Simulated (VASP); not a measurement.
Cd27SbTe26 (a cell with a defect): electric field gradients with PBE

Cd27SbTe26 (a cell with a defect):

```xyz
54
Lattice="0.0000 9.6150 9.6150 9.6150 0.0000 9.6150 9.6150 9.6150 0.0000" Properties=species:S:1:pos:R:3 pbc="T T T"
Cd    0.0000    0.0000    0.0000
Cd    3.2050    3.2050    0.0000
Cd    6.4100    6.4100    0.0000
Cd    3.2050    0.0000    3.2050
Cd    6.4100    3.2050    3.2050
Cd    9.6150    6.4100    3.2050
Cd    6.4100    0.0000    6.4100
Cd    9.6150    3.2050    6.4100
Cd   12.8200    6.4100    6.4100
Cd    0.0000    3.2050    3.2050
Cd    3.2050    6.4100    3.2050
Cd    6.4100    9.6150    3.2050
Cd    3.2050    3.2050    6.4100
Cd    6.4100    6.4100    6.4100
Cd    9.6150    9.6150    6.4100
Cd    6.4100    3.2050    9.6150
Cd    9.6150    6.4100    9.6150
Cd   12.8200    9.6150    9.6150
Cd    0.0000    6.4100    6.4100
Cd    3.2050    9.6150    6.4100
Cd    6.4100   12.8200    6.4100
Cd    3.2050    6.4100    9.6150
Cd    6.4100    9.6150    9.6150
Cd    9.6150   12.8200    9.6150
Cd    6.4100    6.4100   12.8200
Cd    9.6150    9.6150   12.8200
Cd   12.8200   12.8200   12.8200
Sb    1.6025    1.6025    1.6025
Te    4.8075    4.8075    1.6025
Te    8.0125    8.0125    1.6025
Te    4.8075    1.6025    4.8075
Te    8.0125    4.8075    4.8075
Te   11.2175    8.0125    4.8075
Te    8.0125    1.6025    8.0125
Te   11.2175    4.8075    8.0125
Te   14.4225    8.0125    8.0125
Te    1.6025    4.8075    4.8075
Te    4.8075    8.0125    4.8075
Te    8.0125   11.2175    4.8075
Te    4.8075    4.8075    8.0125
Te    8.0125    8.0125    8.0125
Te   11.2175   11.2175    8.0125
Te    8.0125    4.8075   11.2175
Te   11.2175    8.0125   11.2175
Te   14.4225   11.2175   11.2175
Te    1.6025    8.0125    8.0125
Te    4.8075   11.2175    8.0125
Te    8.0125   14.4225    8.0125
Te    4.8075    8.0125   11.2175
Te    8.0125   11.2175   11.2175
Te   11.2175   14.4225   11.2175
Te    8.0125    8.0125   14.4225
Te   11.2175   11.2175   14.4225
Te   14.4225   14.4225   14.4225
```

- Program: VASP 6.6.1
- Task: electric field gradients
- Functional: PBE
- Potentials or basis: VASP PAW PBE potentials, release 64 (Cd, Sb, Te)
- Cutoff: 520 eV
- k mesh: 2 × 2 × 2
- Occupations: fermi-dirac, width 0.01 eV
- Spin: no spin polarisation
- Dipole correction: no
- Charge: -1
- Further INCAR settings: LREAL = Auto; ALGO = Normal; EDIFF = 1e-08; NBANDS = 276; NELECT = 486.0

| Property | Result |
| --- | --- |
| Largest force | 0.723 eV/Å |
| Largest electric field gradient by atom | Cd -53.1, +7.5, -4.4, -0.0, -0.7 (each value once); Sb +0.0; Te -50.1, +11.0, +13.3, +5.6 (each value once) V/Å² |

Forces in eV/Å, atoms in the order of the input:
```
Cd   0.418  0.418  0.418
Cd  -0.418 -0.418  0.418
Cd   0.000  0.000  0.141
Cd  -0.418  0.418 -0.418
Cd  -0.083  0.017  0.017
Cd  -0.017  0.083  0.017
Cd   0.000  0.141  0.000
Cd  -0.017  0.017  0.083
Cd  -0.141  0.000  0.000
Cd   0.418 -0.418 -0.418
Cd   0.017 -0.083  0.017
Cd   0.083 -0.017  0.017
Cd   0.017  0.017 -0.083
Cd   0.000  0.000  0.000
Cd  -0.017 -0.017 -0.083
Cd   0.083  0.017 -0.017
Cd  -0.017 -0.083 -0.017
Cd   0.007 -0.007 -0.007
Cd   0.141  0.000  0.000
Cd   0.017 -0.017  0.083
Cd   0.000 -0.141  0.000
Cd   0.017  0.083 -0.017
Cd  -0.083 -0.017 -0.017
Cd  -0.007  0.007 -0.007
Cd   0.000  0.000 -0.141
Cd  -0.007 -0.007  0.007
Cd   0.007  0.007  0.007
Sb   0.000  0.000  0.000
Te   0.105  0.105 -0.028
Te  -0.105 -0.105 -0.028
Te   0.105 -0.028  0.105
Te   0.008 -0.008 -0.008
Te   0.028 -0.105  0.105
Te  -0.105 -0.028 -0.105
Te   0.028  0.105 -0.105
Te   0.005 -0.005 -0.005
Te  -0.028  0.105  0.105
Te  -0.008  0.008 -0.008
Te  -0.105  0.028  0.105
Te  -0.008 -0.008  0.008
Te   0.008  0.008  0.008
Te   0.000  0.000  0.023
Te  -0.105  0.105  0.028
Te   0.000  0.023  0.000
Te  -0.023  0.000  0.000
Te  -0.028 -0.105 -0.105
Te   0.105  0.028 -0.105
Te  -0.005  0.005 -0.005
Te   0.105 -0.105  0.028
Te   0.023  0.000  0.000
Te   0.000 -0.023  0.000
Te  -0.005 -0.005  0.005
Te   0.000  0.000 -0.023
Te   0.005  0.005  0.005
```

Levels at points of the mesh, in eV from the Fermi level:
```csv
k point,band 239,band 240,band 241,band 242,band 243,band 244,band 245,band 246,band 247,band 248
"(0.00, 0.00, 0.00)",-0.90,-0.90,-0.26,-0.26,-0.26,0.23,1.25,1.26,1.26,1.26
"(0.50, 0.00, 0.00)",-0.98,-0.94,-0.94,-0.36,-0.36,1.16,1.26,1.38,2.07,2.07
"(0.50, 0.50, 0.00)",-1.04,-1.03,-1.01,-0.46,-0.46,1.85,1.92,1.94,1.96,2.07
```

Electric field gradients, principal values (V/Å²):
| atom | least | middle | greatest (by size) |
| --- | --- | --- | --- |
| 1 Cd | 26.526 | 26.526 | -53.053 |
| 2 Cd | 26.526 | 26.528 | -53.055 |
| 3 Cd | -2.616 | -4.851 | 7.467 |
| 4 Cd | 26.526 | 26.528 | -53.055 |
| 5 Cd | 0.166 | 4.224 | -4.390 |
| 6 Cd | 0.165 | 4.224 | -4.389 |
| 7 Cd | -2.616 | -4.851 | 7.467 |
| 8 Cd | 0.165 | 4.224 | -4.389 |
| 9 Cd | -2.616 | -4.853 | 7.469 |
| 10 Cd | 26.526 | 26.528 | -53.055 |
| 11 Cd | 0.166 | 4.224 | -4.390 |
| 12 Cd | 0.165 | 4.224 | -4.389 |
| 13 Cd | 0.166 | 4.224 | -4.390 |
| 14 Cd | -0.001 | -0.001 | 0.001 |
| 15 Cd | 0.164 | 4.226 | -4.390 |
| 16 Cd | 0.165 | 4.224 | -4.389 |
| 17 Cd | 0.164 | 4.226 | -4.390 |
| 18 Cd | 0.341 | 0.343 | -0.684 |
| 19 Cd | -2.616 | -4.851 | 7.467 |
| 20 Cd | 0.165 | 4.224 | -4.389 |
| 21 Cd | -2.616 | -4.853 | 7.469 |
| 22 Cd | 0.165 | 4.224 | -4.389 |
| 23 Cd | 0.164 | 4.226 | -4.390 |
| 24 Cd | 0.341 | 0.343 | -0.684 |
| 25 Cd | -2.616 | -4.853 | 7.469 |
| 26 Cd | 0.341 | 0.343 | -0.684 |
| 27 Cd | 0.341 | 0.341 | -0.682 |
| 28 Sb | 0.000 | 0.000 | 0.000 |
| 29 Te | 20.910 | 29.189 | -50.100 |
| 30 Te | 20.910 | 29.189 | -50.099 |
| 31 Te | 20.910 | 29.189 | -50.100 |
| 32 Te | -5.515 | -5.516 | 11.031 |
| 33 Te | 20.910 | 29.189 | -50.099 |
| 34 Te | 20.910 | 29.189 | -50.099 |
| 35 Te | 20.910 | 29.189 | -50.099 |
| 36 Te | -6.639 | -6.639 | 13.278 |
| 37 Te | 20.910 | 29.189 | -50.100 |
| 38 Te | -5.515 | -5.516 | 11.031 |
| 39 Te | 20.910 | 29.189 | -50.099 |
| 40 Te | -5.515 | -5.516 | 11.031 |
| 41 Te | -5.515 | -5.515 | 11.031 |
| 42 Te | -1.599 | -4.049 | 5.648 |
| 43 Te | 20.910 | 29.189 | -50.099 |
| 44 Te | -1.599 | -4.049 | 5.648 |
| 45 Te | -1.599 | -4.049 | 5.648 |
| 46 Te | 20.910 | 29.189 | -50.099 |
| 47 Te | 20.910 | 29.189 | -50.099 |
| 48 Te | -6.639 | -6.639 | 13.278 |
| 49 Te | 20.910 | 29.189 | -50.099 |
| 50 Te | -1.599 | -4.049 | 5.648 |
| 51 Te | -1.599 | -4.049 | 5.648 |
| 52 Te | -6.639 | -6.639 | 13.278 |
| 53 Te | -1.599 | -4.049 | 5.648 |
| 54 Te | -6.639 | -6.639 | 13.278 |

Wall time 3.4 min on 1 × NVIDIA H100 80GB with 1 thread of AMD EPYC 7R13 Processor (Zen 3), with other jobs on the host, peak memory 2.9 GiB.

Caveat: the cell carries a net charge on a neutralising background, which shifts energy and pressure; the cell is charged against a uniform background, so pressure and absolute levels hang on convention; without QUAD_EFG the Cq values of the log hold for a quadrupole moment of 1 mb, not for the nuclei; spin-orbit coupling is left out, which moves the levels of the heavy elements.
